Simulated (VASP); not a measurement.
Input of a VASP 6.6.1 run:

File INCAR:

```
PREC = Accurate ; ENCUT = 520
EDIFF = 1E-6 ; ISMEAR = -1
SIGMA = 0.02 ; LREAL = F
LASPH = T ; NELM = 80
ALGO = Normal ; ISIF = 2
LWAVE = F ; LCHARG = F
GGA = PE ; IBRION = 2
NSW = 80 ; EDIFFG = -0.02
```

File KPOINTS:

```
Automatic mesh
0
Gamma
  13 13 13
```

The input POSCAR:

```
ZnSe
1.0
    0.0000000000      2.8710911186      2.8710911186
    2.8710911186      0.0000000000      2.8710911186
    2.8710911186      2.8710911186      0.0000000000
Zn Se
1 1
Direct
    0.0000000000      0.0000000000      0.0000000000
    0.2500000000      0.2500000000      0.2500000000
```

Potentials or basis: VASP PAW PBE potentials, release 64 (Zn, Se).

The run is started by

```sh
$ cat potpaw_PBE.64/Zn/POTCAR potpaw_PBE.64/Se/POTCAR > POTCAR
$ mpirun -np 1 vasp_std > vasp.out
```

Problem. Predict the band gap on the k mesh.

Solution. 1.13 eV, direct.

Final structure:
```cif
data_structure
_symmetry_space_group_name_H-M 'P 1'
_symmetry_Int_Tables_number 1
_cell_length_a 4.0603
_cell_length_b 4.0603
_cell_length_c 4.0603
_cell_angle_alpha 60.000
_cell_angle_beta 60.000
_cell_angle_gamma 60.000
_cell_volume 47.33
loop_
_atom_site_label
_atom_site_type_symbol
_atom_site_fract_x
_atom_site_fract_y
_atom_site_fract_z
_atom_site_occupancy
Zn1 Zn 0.00000 0.00000 0.00000 1
Se1 Se 0.25000 0.25000 0.25000 1
```

Caveat: the relaxation stopped at its first step, so nothing moved.
